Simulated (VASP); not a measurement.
Set up this calculation in VASP 6.6.1, as the native input.

```
Task                   : single point
Functional             : PBE
Potentials or basis    : VASP PAW PBE potentials, release 64 (Hf_pv)
Cutoff                 : 520 eV
k mesh                 : 16 × 16 × 16
Occupations            : fermi-dirac, width 0.1 eV
Spin                   : no spin polarisation
Dipole correction      : no
Further INCAR settings : ALGO = Normal; EDIFF = 1e-06; NBANDS = 11
```

The structure of Hf lies in POSCAR:

```
Hf
1.0
    0.0000000000      2.1169635726      2.1169635726
    2.1169635726      0.0000000000      2.1169635726
    2.1169635726      2.1169635726      0.0000000000
Hf
1
Direct
    0.0000000000      0.0000000000      0.0000000000
```

This cell differs from its parent crystal: volume scaled by 0.84.

These files were run (other wordings do the same):

INCAR

```
SYSTEM = Hf
PREC = Accurate
ENCUT = 520
EDIFF = 1E-6
ISMEAR = -1
SIGMA = 0.1
LREAL = .FALSE.
LASPH = .TRUE.
NELM = 100
ALGO = Normal
ISIF = 2
LWAVE = .FALSE.
LCHARG = .FALSE.
GGA = PE
NBANDS = 11
```

KPOINTS

```
Automatic mesh
0
G
  16 16 16
  0 0 0
```

Potentials or basis: VASP PAW PBE potentials, release 64 (Hf_pv).

Launch:

```sh
$ cat potpaw_PBE.64/Hf_pv/POTCAR > POTCAR
$ mpirun -np 1 vasp_std > vasp.out
```

Results of the run:

```json
{
  "Pressure": "23.1 GPa",
  "Band gap on the k mesh": "zero (band 5 reaches 7.40 eV, above the bottom of band 6 at 5.48 eV)"
}
```

Caveat: spin-orbit coupling is left out, which moves the levels of the heavy elements.

Run time: 11 s on 1 thread of Intel(R) Xeon(R) Platinum 8559C (Emerald Rapids), on a shared host, peak memory 0.15 GiB.
